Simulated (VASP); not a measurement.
# AlRu (P4mm) in VASP: further runs

The runs below take AlRu through single point, with PBEsol.

Everything below comes from runs of VASP 6.6.1. Logs are shortened: lines on timing, memory, paths and dates and some standing lists are left out, and cuts for length are marked.

### Step 1. The cell of the first run

It takes space group P4mm (No. 99, tetragonal). The conventional cell has a = 2.992 Å, b = 2.992 Å, c = 2.992 Å, α = 90.00°, β = 90.00°, γ = 90.00°. Within 3.4 Å of Al (site symmetry 4mm) lie 8 Ru at 2.55 to 2.63 Å and 6 Al at 2.99 Å. Ru (site symmetry 4mm) has 8 Al at 2.55 to 2.63 Å and 6 Ru at 2.99 Å within 3.4 Å.

### Step 2. Single point, PBEsol

The input, INCAR:

```
SYSTEM = AlRu
PREC = Accurate ; ENCUT = 520
EDIFF = 1E-6 ; ISMEAR = 0
SIGMA = 0.15 ; LREAL = .FALSE.
LASPH = .TRUE. ; NELM = 100
ALGO = Fast ; ISIF = 2
LWAVE = .FALSE. ; LCHARG = .FALSE.
GGA = PS ; NBANDS = 16
```

The input, KPOINTS:

```
regular mesh
0
G
  16 16 16
  0 0 0
```

The input, POSCAR:

```
AlRu
1.0
    2.9916000000      0.0000000000      0.0000000000
    0.0000000000      2.9916000000      0.0000000000
    0.0000000000      0.0000000000      2.9916000000
Al Ru
1 1
Direct
   -0.0250701966      0.0000000000      0.0000000000
    0.5000000000      0.5000000000      0.5000000000
```

Potentials or basis: VASP PAW PBE potentials, release 64 (Al, Ru_pv).

Launch:

```bash
> cat potpaw_PBE.64/Al/POTCAR potpaw_PBE.64/Ru_pv/POTCAR > POTCAR
> mpirun -np 1 vasp_std > vasp.out
```

OUTCAR:

```text
SYSTEM = AlRu
   PREC = Accurate
   ENCUT = 520
   EDIFF = 1E-6
   ISMEAR = 0
   LREAL = .FALSE.
   LASPH = .TRUE.
   NELM = 100
   ISIF = 2
   GGA = PS

 ion  position               nearest neighbor table
   1  0.975  0.000  0.000-   2 2.55   2 2.55   2 2.55   2 2.55   2 2.63   2 2.63   2 2.63   2 2.63

   2  0.500  0.500  0.500-   1 2.55   1 2.55   1 2.55   1 2.55   1 2.63   1 2.63   1 2.63   1 2.63

  LATTYP: Found a simple cubic cell.
 ALAT       =     2.9916000000

  Lattice vectors:

 A1 = (   2.9916000000,   0.0000000000,   0.0000000000)
 A2 = (   0.0000000000,   2.9916000000,   0.0000000000)
 A3 = (   0.0000000000,   0.0000000000,   2.9916000000)

Analysis of symmetry for initial positions (statically):
=====================================================================
 Subroutine PRICEL returns:
 Original cell was already a primitive cell.

 Routine SETGRP: Setting up the symmetry group for a
 simple cubic supercell.

 Subroutine GETGRP returns: Found  8 space group operations
 (whereof  8 operations were pure point group operations)
 out of a pool of 48 trial point group operations.

The static configuration has the point symmetry C_4v.

Analysis of symmetry for dynamics (positions and initial velocities):
=====================================================================
 Subroutine PRICEL returns:
 Original cell was already a primitive cell.

 Routine SETGRP: Setting up the symmetry group for a
 simple cubic supercell.

 Subroutine GETGRP returns: Found  8 space group operations
 (whereof  8 operations were pure point group operations)
 out of a pool of 48 trial point group operations.

The dynamic configuration has the point symmetry C_4v.

 Subroutine INISYM returns: Found  8 space group operations
 (whereof  8 operations are pure point group operations),
 and found     1 'primitive' translations

----------------------------------------------------------------------------------------

                                     Primitive cell

  volume of cell :      26.7738

  direct lattice vectors                    reciprocal lattice vectors
     2.991600000  0.000000000  0.000000000     0.334269287  0.000000000  0.000000000
     0.000000000  2.991600000  0.000000000     0.000000000  0.334269287  0.000000000
     0.000000000  0.000000000  2.991600000     0.000000000  0.000000000  0.334269287

  length of vectors
     2.991600000  2.991600000  2.991600000     0.334269287  0.334269287  0.334269287

  position of ions in fractional coordinates (direct lattice)
     0.974929803  0.000000000  0.000000000
     0.500000000  0.500000000  0.500000000

  ion indices of the primitive-cell ions
   primitive index   ion index
                 1           1
                 2           2

----------------------------------------------------------------------------------------

 KPOINTS: regular mesh

Automatic generation of k-mesh.
 Grid dimensions read from file:
 generate k-points for:   16   16   16

 Generating k-lattice:

  Cartesian coordinates                     Fractional coordinates (reciprocal lattice)
     0.020891830  0.000000000  0.000000000     0.062500000  0.000000000  0.000000000
     0.000000000  0.020891830  0.000000000     0.000000000  0.062500000  0.000000000
     0.000000000  0.000000000  0.020891830     0.000000000  0.000000000  0.062500000

  Length of vectors
     0.020891830  0.020891830  0.020891830

  Shift w.r.t. Gamma in fractional coordinates (k-lattice)
     0.000000000  0.000000000  0.000000000

 Subroutine IBZKPT returns following result:
 ===========================================

 Found    405 irreducible k-points:

 Following reciprocal coordinates:
            Coordinates               Weight
  0.000000  0.000000  0.000000      1.000000
  0.062500  0.000000  0.000000      2.000000
  0.000000  0.062500  0.000000      4.000000
  0.125000  0.000000  0.000000      2.000000
  0.000000  0.125000  0.000000      4.000000
  0.187500  0.000000  0.000000      2.000000
[... 16 lines left out ...]
  0.187500  0.062500  0.000000      8.000000
  0.000000  0.187500  0.062500      8.000000
 [... further k-points ...]
   k-points           NKPTS =    405   k-points in BZ     NKDIM =    405   number of bands    NBANDS=     16
   number of dos      NEDOS =    301   number of ions     NIONS =      2
   total plane-waves  NPLWV =  13824
   dimension x,y,z NGX =    24 NGY =   24 NGZ =   24
   dimension x,y,z NGXF=    48 NGYF=   48 NGZF=   48
   ions per type =               1   1
   NGX,Y,Z   is equivalent  to a cutoff of  13.34, 13.34, 13.34 a.u.
   NGXF,Y,Z  is equivalent  to a cutoff of  26.67, 26.67, 26.67 a.u.
 SYSTEM =  AlRu
   PREC   = accura    normal or accurate (medium, high low for compatibility)
   ISTART =      0    job   : 0-new  1-cont  2-samecut
   ICHARG =      2    charge: 1-file 2-atom 10-const
   ISPIN  =      1    spin polarized calculation?
   LNONCOLLINEAR =      F non collinear calculations
   LSORBIT =      F    spin-orbit coupling
   LASPH  =      T    aspherical Exc in radial PAW
   ENCUT  =  520.0 eV  38.22 Ry    6.18 a.u.   5.56  5.56  5.56*2*pi/ulx,y,z
   NELM   =    100;   NELMIN=  2; NELMDL= -5     # of ELM steps
   EDIFF  = 0.1E-05   stopping-criterion for ELM
   LREAL  =      F    real-space projection
   EDIFFG = 0.1E-04   stopping-criterion for IOM
   NSW    =      0    number of steps for IOM
   IBRION =     -1    ionic relax: 0-MD 1-quasi-New 2-CG
   NFREE  =      0    steps in history (QN), initial steepest desc. (CG)
   ISIF   =      2    stress and relaxation
   ISYM   =      2    0-nonsym 1-usesym 2-fastsym
   POTIM  = 0.5000    time-step for ionic-motion
   TEBEG  =    0.0;   TEEND  =   0.0 temperature during run
   PSTRESS=    0.0 pullay stress
   NELECT =      17.0000    total number of electrons
   NUPDOWN=      -1.0000    fix difference up-down
   EMIN   =  10.00;   EMAX   =-10.00  energy-range for DOS
   EFERMI =   0.00;   METHOD = LEGACY
   ISMEAR =     0;   SIGMA  =   0.15  broadening in eV -4-tet -1-fermi 0-gaus
   EFERMI_NEDOS =   21; number of points for ismear=-14 and -15
   IALGO  =     68    algorithm
   IMIX   =      4    mixing-type and parameters
     AMIX     =   0.40;   BMIX     =  1.00
     AMIX_MAG =   1.60;   BMIX_MAG =  1.00
  volume/ion in A,a.u.               =      13.39        90.34
  Fermi-wavevector in a.u.,A,eV,Ry     =   1.407087  2.659009 26.938090  1.979894
  Thomas-Fermi vector in A             =   2.529382
   LORBIT       =      0    0 simple, 1 ext, 2 COOP (PROOUT), +10 PAW based schemes
   GGA     = PS    functional components
   LHFCALC =     F    Hartree Fock is set to
   AEXX    =    0.0000 exact exchange contribution
   IVDW    =     0    specifies the selected vdW correction
   LEPSILON=     F    determine dielectric tensor
   LRPA    =     F    only Hartree local field effects (RPA)
 non-spin polarized calculation
 RMM-DIIS sequential band-by-band and
 Gauss-broadening in eV      SIGMA  =   0.15
  energy-cutoff  :      520.00
  volume of cell :       26.77
 maximum number of plane-waves:       739
 NGX is ok and might be reduce to    24
   NGX = 11   NGY = 11   NGZ = 11

 number of electron      16.9999995 magnetization

 Free energy of the ion-electron system (eV)
  ---------------------------------------------------
  ext. energy  EPLUGINS =         0.00000000
  ---------------------------------------------------
  free energy    TOTEN  =       -15.50162785 eV

  energy without entropy =      -15.48250706  energy(sigma->0) =      -15.49206745

 E-fermi :  10.6110     XC(G=0): -12.6852

 val. band max:       10.6094718453   @ k =   0.3750   0.1250   0.0625
 cond. band min:      10.6122641456   @ k =   0.1250   0.4375   0.4375
 fundamental gap:      0.0027923003
 Fermi energy:        10.6110483544

 k-point     1 :       0.0000    0.0000    0.0000
  band No.  band energies     occupation
      1     -31.1143      2.00000
      2     -31.1143      2.00000
      3     -31.1133      2.00000
      4       0.9151      2.00000
      5       6.9964      2.00000
      6       7.0009      2.00000
[... 8 lines left out ...]
     15      22.6026      0.00000
     16      25.6331      0.00000

 k-point     2 :       0.0625    0.0000    0.0000
  band No.  band energies     occupation
      1     -31.1215      2.00000
      2     -31.1136      2.00000
      3     -31.1136      2.00000
      4       0.9903      2.00000
      5       7.0228      2.00000
      6       7.0279      2.00000
[... 8 lines left out ...]
     15      22.6032      0.00000
     16      25.8652      0.00000

 k-point     3 :       0.0000    0.0625    0.0000
  band No.  band energies     occupation
      1     -31.1224      2.00000
      2     -31.1136      2.00000
      3     -31.1127      2.00000
      4       0.9904      2.00000
      5       7.0233      2.00000
      6       7.0276      2.00000
[... 8 lines left out ...]
     15      22.6032      0.00000
     16      25.8686      0.00000

 k-point     4 :       0.1250    0.0000    0.0000
  band No.  band energies     occupation
      1     -31.1446      2.00000
      2     -31.1117      2.00000
      3     -31.1117      2.00000
      4       1.2134      2.00000
      5       7.0931      2.00000
      6       7.0993      2.00000
[... 8 lines left out ...]
     15      22.6111      0.00000
     16      26.5991      0.00000

 k-point     5 :       0.0000    0.1250    0.0000
  band No.  band energies     occupation
      1     -31.1456      2.00000
      2     -31.1117      2.00000
      3     -31.1107      2.00000
      4       1.2139      2.00000
      5       7.0899      2.00000
      6       7.1032      2.00000
[... 8 lines left out ...]
     15      22.6105      0.00000
     16      26.6097      0.00000

 k-point     6 :       0.1875    0.0000    0.0000
  band No.  band energies     occupation
      1     -31.1790      2.00000
      2     -31.1088      2.00000
      3     -31.1088      2.00000
      4       1.5764      2.00000
      5       7.1454      2.00000
      6       7.2179      2.00000
[... 8 lines left out ...]
     15      23.0419      0.00000
     16      27.8297      0.00000

 k-point     7 :       0.0000    0.1875    0.0000
  band No.  band energies     occupation
      1     -31.1800      2.00000
      2     -31.1087      2.00000
      3     -31.1078      2.00000
      4       1.5774      2.00000
      5       7.1433      2.00000
      6       7.2217      2.00000
[... 8 lines left out ...]
     15      23.0166      0.00000
     16      27.7992      0.00000

 k-point     8 :       0.2500    0.0000    0.0000
  band No.  band energies     occupation
      1     -31.2194      2.00000
      2     -31.1053      2.00000
      3     -31.1053      2.00000
      4       2.0669      2.00000
      5       7.0990      2.00000
      6       7.3649      2.00000
[... 8 lines left out ...]
     15      23.4092      0.00000
     16      27.0484      0.00000

 k-point     9 :       0.0000    0.2500    0.0000
  band No.  band energies     occupation
      1     -31.2205      2.00000
      2     -31.1053      2.00000
      3     -31.1043      2.00000
      4       2.0688      2.00000
      5       7.0977      2.00000
      6       7.3688      2.00000
[... 8 lines left out ...]
     15      23.3738      0.00000
     16      27.0760      0.00000
[... 172 lines left out ...]
 k-point    19 :       0.0000    0.0625    0.0625
  band No.  band energies     occupation
      1     -31.1221      2.00000
      2     -31.1214      2.00000
      3     -31.1120      2.00000
      4       1.0654      2.00000
      5       7.0522      2.00000
      6       7.0533      2.00000
[... 8 lines left out ...]
     15      22.6035      0.00000
     16      26.0872      0.00000

 k-point    20 :       0.1250    0.0625    0.0000
  band No.  band energies     occupation
      1     -31.1438      2.00000
      2     -31.1197      2.00000
      3     -31.1110      2.00000
      4       1.2870      2.00000
      5       7.1192      2.00000
      6       7.1306      2.00000
[... 8 lines left out ...]
     15      22.6225      0.00000
     16      26.7595      0.00000

 k-point    21 :       0.0000    0.1250    0.0625
  band No.  band energies     occupation
      1     -31.1449      2.00000
      2     -31.1197      2.00000
      3     -31.1100      2.00000
      4       1.2875      2.00000
      5       7.1202      2.00000
      6       7.1304      2.00000
[... 8 lines left out ...]
     15      22.6195      0.00000
     16      26.7728      0.00000

 k-point    22 :       0.0625    0.0000    0.1250
  band No.  band energies     occupation
      1     -31.1449      2.00000
      2     -31.1188      2.00000
      3     -31.1110      2.00000
      4       1.2874      2.00000
      5       7.1165      2.00000
      6       7.1339      2.00000
[... 8 lines left out ...]
     15      22.6184      0.00000
     16      26.7685      0.00000

 k-point    23 :       0.1875    0.0625    0.0000
  band No.  band energies     occupation
      1     -31.1782      2.00000
      2     -31.1168      2.00000
      3     -31.1081      2.00000
      4       1.6477      2.00000
      5       7.1774      2.00000
      6       7.2463      2.00000
[... 8 lines left out ...]
     15      23.2138      0.00000
     16      27.6861      0.00000

 k-point    24 :       0.0000    0.1875    0.0625
  band No.  band energies     occupation
      1     -31.1793      2.00000
      2     -31.1168      2.00000
      3     -31.1071      2.00000
      4       1.6487      2.00000
      5       7.1765      2.00000
      6       7.2490      2.00000
[... 8 lines left out ...]
     15      23.1929      0.00000
     16      27.7560      0.00000

 [... further k-points ...]

------------------------ aborting loop because EDIFF is reached ----------------------------------------

  FORCE on cell =-STRESS in cart. coord.  units (eV):
  Direction    XX          YY          ZZ          XY          YZ          ZX
  --------------------------------------------------------------------------------------
  -------------------------------------------------------------------------------------
  Total       -0.5063431     -0.4328449     -0.4328449      0.0000000     -0.0000000     -0.0000000
  in kB      -30.3001567    -25.9019407    -25.9019407      0.0000000     -0.0000000     -0.0000000
  external PRESSURE =     -27.3680127 kB  Pullay stress =       0.0000000 kB

 VOLUME and BASIS-vectors are now :
 -----------------------------------------------------------------------------
  energy-cutoff  :      520.00
  volume of cell :       26.77
      direct lattice vectors                 reciprocal lattice vectors
     2.991600000  0.000000000  0.000000000     0.334269287  0.000000000  0.000000000
     0.000000000  2.991600000  0.000000000     0.000000000  0.334269287  0.000000000
     0.000000000  0.000000000  2.991600000     0.000000000  0.000000000  0.334269287

 POSITION                                       TOTAL-FORCE (eV/Angst)
 -----------------------------------------------------------------------------------
      2.91660      0.00000      0.00000         0.574996      0.000000      0.000000
      1.49580      1.49580      1.49580        -0.574996      0.000000     -0.000000
 -----------------------------------------------------------------------------------
    total drift:                                0.000405     -0.000000      0.000000

  FREE ENERGIE OF THE ION-ELECTRON SYSTEM (eV)
  ---------------------------------------------------
  free  energy   TOTEN  =       -15.5016278511 eV

  energy  without entropy=      -15.4825070585  energy(sigma->0) =      -15.49206745
```

Wall time 2.6 min (1 thread of Intel Xeon 8259CL, shared host); peak memory 0.28 GiB.

What came out:

- Free energy: -15.5016 eV
- Pressure: -2.7 GPa
- Largest force: 0.575 eV/Å
- Band gap on the k mesh: zero (an odd number of electrons rules out a gap without spin polarisation)

Forces in eV/Å, atoms in the order of the input:
```
Al   0.575  0.000  0.000
Ru  -0.575  0.000  0.000
```

Stress tensor (GPa, compression positive):
```
-3.03  0.00  0.00
 0.00 -2.59  0.00
 0.00  0.00 -2.59
```

Levels at points of the mesh, in eV from the Fermi level:
```tsv
k point	band 6	band 7	band 8	band 9	band 10	band 11	band 12	band 13
(0.00, 0.00, 0.00)	-3.61	0.17	0.17	0.17	6.06	6.06	6.07	10.99
(0.50, 0.00, 0.00)	-2.82	-1.61	-1.61	0.42	2.27	7.45	10.97	10.97
(0.00, 0.50, 0.00)	-2.81	-1.62	-1.61	0.43	2.26	7.44	11.00	11.02
(0.50, 0.50, 0.00)	-1.38	-1.36	-1.19	-1.18	1.51	5.26	6.25	10.60
(0.00, 0.50, 0.50)	-1.45	-1.45	-1.10	-1.10	1.51	5.25	6.24	10.65
(0.50, 0.50, 0.50)	-4.64	1.60	1.61	2.58	4.07	4.07	4.10	8.57
```

Caveat: the cell differs from its parent crystal (all Al atoms moved +0.075 Å, as atom 1 towards its neighbour atom 1 (Al) at 2.992 Å); the PAW data sets were made with another functional, which shifts forces and pressure a little.

(Continued in part 2 of 2.)
